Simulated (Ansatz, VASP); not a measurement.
## Two plane-wave programs on C

```xyz
2
Lattice="2.4562 0.0000 0.0000 -1.2281 2.1271 0.0000 0.0000 0.0000 8.5238" Properties=species:S:1:pos:R:3 pbc="T T T"
C     0.0000    1.4181    0.0000
C     1.2281    0.7090    0.0000
```

Alike in both runs: task relaxation of cell and atoms; functional LDA; k mesh 18 × 18 × 6; occupations gaussian, width 0.1 eV; no spin polarisation.

```csv
,VASP,Ansatz
version,VASP 6.6.1,Ansatz 0.2.0
potentials or method,"VASP PAW LDA potentials, release 64 (C), cutoff 600 eV","scalar-relativistic, plane waves, PAW"
valence electrons in the cell,8,8
```

|  | VASP | Ansatz | Ansatz less VASP |
| --- | --- | --- | --- |
| gap on the k mesh at the Fermi level, each at its own relaxed structure (eV) | none | none | - |
| relaxed volume (Å³/atom) | 9.29 | 22.07 | +12.780 |
| relaxed cell length with the largest relative difference (Å) | 3.585 | 8.526 | +4.9411 |

LDA's correlation is that of Perdew and Zunger in VASP and of Perdew and Wang (1992) in Ansatz. A gap of «none» marks a metal or a gap that the smearing closes. One of these differences is far larger than is usual between the two programs; its cause wasn't traced. Ansatz's warnings: xc potential rough in thin density.

Noted on VASP's run: the volume moved by over 15 % at a fixed basis, so the end points are rough.
